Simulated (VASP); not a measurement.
# Si (P6_3/mmc) in VASP: further runs

Aim: see how the results for Si move with the level of theory and the settings. Levels: RPBE, LDA, PBEsol, r2SCAN. Tasks: relaxation of cell and atoms, single point.

Program: VASP 6.6.1. These are calculated values, not measurements. Logs are shortened: lines on timing, memory, paths and dates and some standing lists are left out, and cuts for length are marked.

## Step 1: The cell of the first run

The structure is hexagonal, space group P6_3/mmc (No. 194). The conventional cell has a = 3.831 Å, b = 3.831 Å, c = 6.333 Å, α = 90.00°, β = 90.00°, γ = 120.00°. Si (site symmetry 3m) has 4 Si at 2.35 to 2.37 Å within 3.1 Å.

This isn't the form of Si at room conditions, which is diamond.

## Step 2: Relaxation of cell and atoms, RPBE

INCAR

```
ALGO = Normal
EDIFF = 1E-6
EDIFFG = -0.01
ENCUT = 600
GGA = RP
IBRION = 2
ISIF = 3
ISMEAR = -1
LASPH = True
LCHARG = False
LREAL = False
LWAVE = False
NELM = 80
NSW = 60
PREC = Accurate
SIGMA = 0.05
```

KPOINTS

```
k-points
0
Gamma
  8 8 4
```

POSCAR

```
Si
1.0
    3.8313174605      0.0000000000      0.0000000000
   -1.9156587303      3.3180182508      0.0000000000
    0.0000000000      0.0000000000      6.3326220002
Si
4
Direct
    0.6666666667      0.3333333333      0.9369905000
    0.3333333333      0.6666666667      0.4369905000
    0.6666666667      0.3333333333      0.5630095000
    0.3333333333      0.6666666667      0.0630095000
```

Potentials or basis: VASP PAW PBE potentials, release 64 (Si).

Started as:

```sh
> cat potpaw_PBE.64/Si/POTCAR > POTCAR
> mpirun -np 1 vasp_std > vasp.out
```

OUTCAR:

```text
EDIFF = 1E-6
   EDIFFG = -0.01
   ENCUT = 600
   GGA = RP
   IBRION = 2
   ISIF = 3
   ISMEAR = -1
   LASPH = True
   LREAL = False
   NELM = 80
   NSW = 60
   PREC = Accurate

 ion  position               nearest neighbor table
   1  0.667  0.333  0.937-   4 2.35   4 2.35   4 2.35   3 2.37
   2  0.333  0.667  0.437-   3 2.35   3 2.35   3 2.35   4 2.37
   3  0.667  0.333  0.563-   2 2.35   2 2.35   2 2.35   1 2.37
   4  0.333  0.667  0.063-   1 2.35   1 2.35   1 2.35   2 2.37

  LATTYP: Found a hexagonal cell.
 ALAT       =     3.8313174605
 C/A-ratio  =     1.6528575524

  Lattice vectors:

 A1 = (   3.8313174605,   0.0000000000,   0.0000000000)
 A2 = (  -1.9156587303,   3.3180182508,   0.0000000000)
 A3 = (   0.0000000000,   0.0000000000,   6.3326220002)

Analysis of symmetry for initial positions (statically):
=====================================================================
 Subroutine PRICEL returns:
 Original cell was already a primitive cell.

 Routine SETGRP: Setting up the symmetry group for a
 hexagonal supercell.

 Subroutine GETGRP returns: Found 24 space group operations
 (whereof 12 operations were pure point group operations)
 out of a pool of 24 trial point group operations.

The static configuration has the point symmetry D_3d.
 The point group associated with its full space group is D_6h.

Analysis of symmetry for dynamics (positions and initial velocities):
=====================================================================
 Subroutine PRICEL returns:
 Original cell was already a primitive cell.

 Routine SETGRP: Setting up the symmetry group for a
 hexagonal supercell.

 Subroutine GETGRP returns: Found 24 space group operations
 (whereof 12 operations were pure point group operations)
 out of a pool of 24 trial point group operations.

The dynamic configuration has the point symmetry D_3d.
 The point group associated with its full space group is D_6h.

 Subroutine INISYM returns: Found 24 space group operations
 (whereof 12 operations are pure point group operations),
 and found     1 'primitive' translations

----------------------------------------------------------------------------------------

                                     Primitive cell

  volume of cell :      80.5027

[... 104 lines left out ...]
   NUPDOWN=      -1.0000    fix difference up-down
   EMIN   =  10.00;   EMAX   =-10.00  energy-range for DOS
   EFERMI =   0.00;   METHOD = LEGACY
   ISMEAR =    -1;   SIGMA  =   0.05  broadening in eV -4-tet -1-fermi 0-gaus
   EFERMI_NEDOS =   21; number of points for ismear=-14 and -15
   IALGO  =     38    algorithm
   IMIX   =      4    mixing-type and parameters
     AMIX     =   0.40;   BMIX     =  1.00
     AMIX_MAG =   1.60;   BMIX_MAG =  1.00
  volume/ion in A,a.u.               =      20.13       135.81
  Fermi-wavevector in a.u.,A,eV,Ry     =   0.955384  1.805414 12.418837  0.912759
  Thomas-Fermi vector in A             =   2.084217
   LORBIT       =      0    0 simple, 1 ext, 2 COOP (PROOUT), +10 PAW based schemes
   GGA     = RP    functional components
   LHFCALC =     F    Hartree Fock is set to
   AEXX    =    0.0000 exact exchange contribution
   IVDW    =     0    specifies the selected vdW correction
   LEPSILON=     F    determine dielectric tensor
   LRPA    =     F    only Hartree local field effects (RPA)
 conjugate gradient relaxation of ions
 non-spin polarized calculation
  energy-cutoff  :      600.00
  volume of cell :       80.50
 maximum number of plane-waves:      2738
 NGX is ok and might be reduce to    32
   NGX = 15   NGY = 15   NGZ = 25

--------------------------------------- Ionic step        1  -------------------------------------------

 number of electron      16.0000000 magnetization

 Free energy of the ion-electron system (eV)
  ---------------------------------------------------
  ext. energy  EPLUGINS =         0.00000000
  ---------------------------------------------------
  free energy    TOTEN  =       -20.58203987 eV

  energy without entropy =      -20.58193617  energy(sigma->0) =      -20.58198802

------------------------ aborting loop because EDIFF is reached ----------------------------------------

  FORCE on cell =-STRESS in cart. coord.  units (eV):
  Direction    XX          YY          ZZ          XY          YZ          ZX
  --------------------------------------------------------------------------------------
  -------------------------------------------------------------------------------------
  Total        1.4200035      1.4200035      1.3773216     -0.0000000      0.0000000      0.0000000
  in kB       28.2611303     28.2611303     27.4116678     -0.0000000      0.0000000      0.0000000
  external PRESSURE =      27.9779761 kB  Pullay stress =       0.0000000 kB
[... 139 lines left out ...]
--------------------------------------- Ionic step        5  -------------------------------------------

 number of electron      16.0000000 magnetization

 Free energy of the ion-electron system (eV)
  ---------------------------------------------------
  ext. energy  EPLUGINS =         0.00000000
  ---------------------------------------------------
  free energy    TOTEN  =       -20.60328457 eV

  energy without entropy =      -20.60322400  energy(sigma->0) =      -20.60325429

 E-fermi :   6.0376     XC(G=0):  -9.1668

 val. band max:        5.7792564364   @ k =   0.0000   0.0000   0.0000
 cond. band min:       6.3238668311   @ k =   0.5000   0.0000   0.0000
 fundamental gap:      0.5446103947
 Fermi energy:         6.0376303442

 k-point     1 :       0.0000    0.0000    0.0000
  band No.  band energies     occupation
      1      -6.1638      2.00000
      2      -3.9566      2.00000
      3      -1.2392      2.00000
      4       4.3072      2.00000
      5       4.3072      2.00000
      6       5.4605      1.99998
      7       5.7793      1.98867
      8       5.7793      1.98867
      9       6.7953      0.00000
     10       7.8110      0.00000
     11       7.8110      0.00000
     12       8.1100      0.00000
[... 331 lines left out ...]
 k-point    24 :       0.3750    0.0000    0.5000
  band No.  band energies     occupation
      1      -3.9393      2.00000
      2      -3.9393      2.00000
      3      -0.4828      2.00000
      4      -0.4828      2.00000
      5       3.2046      2.00000
      6       3.2046      2.00000
      7       3.5890      2.00000
      8       3.5890      2.00000
      9       6.9006      0.00000
     10       6.9006      0.00000
     11       8.1225      0.00000
     12       8.1225      0.00000

 [... further k-points ...]
[... 5 lines left out ...]
  --------------------------------------------------------------------------------------
  -------------------------------------------------------------------------------------
  Total        0.0228117      0.0228117     -0.0112948     -0.0000000      0.0000000      0.0000000
  in kB        0.4404068      0.4404068     -0.2180595     -0.0000000      0.0000000      0.0000000
  external PRESSURE =       0.2209181 kB  Pullay stress =       0.0000000 kB
[... 19 lines left out ...]
  FREE ENERGIE OF THE ION-ELECTRON SYSTEM (eV)
  ---------------------------------------------------
  free  energy   TOTEN  =       -20.6032845720 eV

  energy  without entropy=      -20.6032239992  energy(sigma->0) =      -20.60325429

 reached required accuracy - stopping structural energy minimisation
```

OSZICAR:

```text
N       E                     dE             d eps       ncg     rms          rms(c)
DAV:   1     0.379752881688E+02    0.37975E+02   -0.68554E+03   720   0.124E+03
DAV:   2    -0.185592349399E+02   -0.56535E+02   -0.51993E+02  1072   0.151E+02
DAV:   3    -0.208278616581E+02   -0.22686E+01   -0.22472E+01   924   0.302E+01
[... 35 lines left out ...]
       N       E                     dE             d eps       ncg     rms          rms(c)
DAV:   1    -0.206032936058E+02   -0.52419E-04   -0.61693E-04   784   0.162E-01    0.196E-02
DAV:   2    -0.206032867362E+02    0.68697E-05   -0.26902E-05   900   0.339E-02    0.129E-02
DAV:   3    -0.206032842999E+02    0.24363E-05   -0.69743E-06   804   0.166E-02    0.225E-03
DAV:   4    -0.206032845720E+02   -0.27212E-06   -0.52398E-07   392   0.539E-03
   5 F= -.20603285E+02 E0= -.20603254E+02  d E =-.433903E-04
```

CONTCAR:

```text
Si
   1.00000000000000
     3.8712905339169934   -0.0000000000006021    0.0000000000000000
    -1.9356452670095396    3.3526359478481380   -0.0000000000000000
     0.0000000000000000    0.0000000000000000    6.3939922200226320
  Si
     4
Direct
     0.6666666667000030    0.3333333332999970    0.9371361658088166
     0.3333333332999970    0.6666666667000030    0.4371361658088167
     0.6666666667000030    0.3333333332999970    0.5628638341911834
     0.3333333332999970    0.6666666667000030    0.0628638341911834

  0.00000000E+00  0.00000000E+00  0.00000000E+00
  0.00000000E+00  0.00000000E+00  0.00000000E+00
  0.00000000E+00  0.00000000E+00  0.00000000E+00
  0.00000000E+00  0.00000000E+00  0.00000000E+00
```

Run time: 2.6 min. Hardware: 1 thread of Intel Xeon 8259CL, shared host; peak memory 0.23 GiB.

What came out:

```
Free energy                           : -20.6033 eV
Relaxed volume                        : 20.75 Å³/atom
Relaxed cell                          : a = 3.871 Å, b = 3.871 Å, c = 6.394 Å, α = 90.00°, β = 90.00°, γ = 120.00°
Space group after relaxing (to 0.1 Å) : P6_3/mmc (No. 194)
Energy gained by relaxing             : 5.3 meV/atom
Ionic steps                           : 5
Pressure after relaxing               : 0.0 GPa
Band gap on the k mesh                : 0.54 eV (least direct gap 1.02 eV)
```

The path:
```tsv
step	energy change (eV)	largest force (eV/Å)	pressure (GPa)	volume (Å³)
1	0.0000	0.0065	2.80	80.50
2	-0.0126	0.0219	-1.62	84.67
3	-0.0212	0.0164	0.01	83.00
4	-0.0212	0.0165	-0.05	83.05
5	-0.0212	0.0016	0.02	82.99
```

Final structure:
```
Si
1.0
     3.87129    0.00000    0.00000
    -1.93565    3.35264    0.00000
     0.00000    0.00000    6.39399
Si
4
Direct
  0.66667 0.33333 0.93714
  0.33333 0.66667 0.43714
  0.66667 0.33333 0.56286
  0.33333 0.66667 0.06286
```

Levels at points of the mesh, in eV from the valence-band top:
| k point | band 6 | band 7 | band 8 | band 9 | band 10 | band 11 |
| --- | --- | --- | --- | --- | --- | --- |
| (0.00, 0.00, 0.00) | -0.32 | 0.00 | 0.00 | 1.02 | 2.03 | 2.03 |
| (0.50, 0.00, 0.00) | -2.95 | -2.84 | -1.39 | 0.54 | 2.35 | 3.10 |
| (0.00, 0.00, 0.50) | -0.90 | -0.90 | -0.90 | 1.78 | 1.78 | 2.99 |
| (0.50, 0.00, 0.50) | -2.37 | -2.34 | -2.34 | 1.00 | 1.00 | 1.76 |

Caveat: semilocal functionals underestimate gaps, and a narrow one can read as zero; the PAW data sets were made with another functional, which shifts forces and pressure a little.

## Step 3: Relaxation of cell and atoms, LDA

INCAR

```
SYSTEM = Si
PREC = Accurate
ENCUT = 600
EDIFF = 1E-6
ISMEAR = -1
SIGMA = 0.05
LREAL = .False.
LASPH = .True.
NELM = 60
ALGO = Normal
ISIF = 3
LWAVE = .False.
LCHARG = .False.
GGA = CA
IBRION = 2
NSW = 60
EDIFFG = -0.01
```

KPOINTS

```
Automatic mesh
0
Gamma
  8 8 4
  0 0 0
```

POSCAR is that of step 2.

Potentials or basis: VASP PAW LDA potentials, release 64 (Si).

Started as:

```sh
> cat potpaw_LDA.64/Si/POTCAR > POTCAR
> mpirun -np 1 vasp_std > vasp.out
```

It took 1.7 min on 1 thread of Intel Xeon 8259CL, shared host; peak memory 0.19 GiB.

It converged, with:

- Free energy: -23.7974 eV
- Relaxed volume: 19.70 Å³/atom
- Relaxed cell: a = 3.804 Å, b = 3.804 Å, c = 6.288 Å, α = 90.00°, β = 90.00°, γ = 120.00°
- Space group after relaxing (to 0.1 Å): P6_3/mmc (No. 194)
- Energy gained by relaxing: 2.7 meV/atom
- Ionic steps: 3
- Pressure after relaxing: 0.0 GPa
- Largest force after relaxing: 0.006 eV/Å
- Band gap on the k mesh: 0.27 eV (least direct gap 0.99 eV)

Forces in eV/Å, atoms in the order of the input:
```
Si   0.000  0.000 -0.006
Si   0.000  0.000 -0.006
Si   0.000  0.000  0.006
Si   0.000  0.000  0.006
```

The path:
| step | energy change (eV) | largest force (eV/Å) | pressure (GPa) | volume (Å³) |
| --- | --- | --- | --- | --- |
| 1 | 0.0000 | 0.0149 | -1.99 | 80.50 |
| 2 | -0.0056 | 0.0221 | 1.49 | 77.62 |
| 3 | -0.0109 | 0.0064 | 0.00 | 78.79 |

Final structure:
```yaml
crystal:
  lattice:
    - [3.80373, 0.00000, 0.00000]
    - [-1.90186, 3.29413, 0.00000]
    - [0.00000, 0.00000, 6.28785]
  atoms:
    - { symbol: Si, position: [0.66667, 0.33333, 0.93706] }
    - { symbol: Si, position: [0.33333, 0.66667, 0.43706] }
    - { symbol: Si, position: [0.66667, 0.33333, 0.56294] }
    - { symbol: Si, position: [0.33333, 0.66667, 0.06294] }
```

Levels at points of the mesh, in eV from the valence-band top:
| k point | band 6 | band 7 | band 8 | band 9 | band 10 | band 11 |
| --- | --- | --- | --- | --- | --- | --- |
| (0.00, 0.00, 0.00) | -0.36 | 0.00 | 0.00 | 0.99 | 1.95 | 1.95 |
| (0.50, 0.00, 0.00) | -3.12 | -3.09 | -1.46 | 0.27 | 2.29 | 2.88 |
| (0.00, 0.00, 0.50) | -0.94 | -0.94 | -0.94 | 1.77 | 1.77 | 2.94 |
| (0.50, 0.00, 0.50) | -2.50 | -2.47 | -2.47 | 0.81 | 0.81 | 1.55 |

Caveat: semilocal functionals underestimate gaps, and a narrow one can read as zero. A k mesh can miss the band edges.

(Continued in part 2 of 2.)
